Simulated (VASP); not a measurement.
Wanted: the native input for a VASP 6.6.1 run.

```yaml
Task: electric field gradients
Functional: LDA
Potentials_or_basis: VASP PAW LDA potentials, release 64 (Sn_d, Ir)
Cutoff: 520 eV
k_mesh: 10 × 10 × 10
Occupations: fermi-dirac, width 0.03 eV
Spin: no spin polarisation
Dipole_correction: no
Further_INCAR_settings: ALGO = Normal; EDIFF = 1e-08; NBANDS = 26
```

The structure of Sn2Ir lies in POSCAR:

```
Sn2Ir
1.0
    0.0000000000      3.1899873666      3.1899873666
    3.1899873666      0.0000000000      3.1899873666
    3.1899873666      3.1899873666      0.0000000000
Sn Ir
2 1
Direct
    0.2500000000      0.2500000000      0.2500000000
    0.7500000000      0.7500000000      0.7500000000
    0.0000000000      0.0000000000      0.0000000000
```

These files were run (other wordings do the same):

INCAR

```
SYSTEM = Sn2Ir
ALGO     = Normal         ! electronic algorithm
EDIFF    = 1E-8           ! SCF threshold, eV
ENCUT    = 520            ! plane-wave cutoff, eV
ISIF     = 2              ! what is computed and relaxed
ISMEAR   = -1             ! smearing method
LASPH    = .TRUE.         ! aspherical terms in the spheres
LCHARG   = .FALSE.        ! write CHGCAR
LEFG     = .TRUE.       
LREAL    = .FALSE.        ! projectors in reciprocal space
LWAVE    = .FALSE.        ! write WAVECAR
NBANDS   = 26             ! bands
NELM     = 80             ! most SCF steps
PREC     = Accurate       ! precision mode
SIGMA    = 0.03           ! smearing width, eV
```

KPOINTS

```
k-points
0
G
  10 10 10
  0 0 0
```

Potentials or basis: VASP PAW LDA potentials, release 64 (Sn_d, Ir).

Launch:

```sh
$ cat potpaw_LDA.64/Sn_d/POTCAR potpaw_LDA.64/Ir/POTCAR > POTCAR
$ mpirun -np 1 vasp_std > vasp.out
```

Results of the run:

| Property | Result |
| --- | --- |
| Pressure | -4.2 GPa |
| Band gap on the k mesh | zero (an odd number of electrons rules out a gap without spin polarisation) |
| Largest electric field gradient by atom | under 0.05 V/Å² on every atom |

Caveat: the cell stands under tension; spin-orbit coupling is left out, which moves the levels of the heavy elements.

It took 38 s on 1 thread of Intel(R) Xeon(R) Platinum 8559C (Emerald Rapids), on a shared host, peak memory 0.21 GiB.
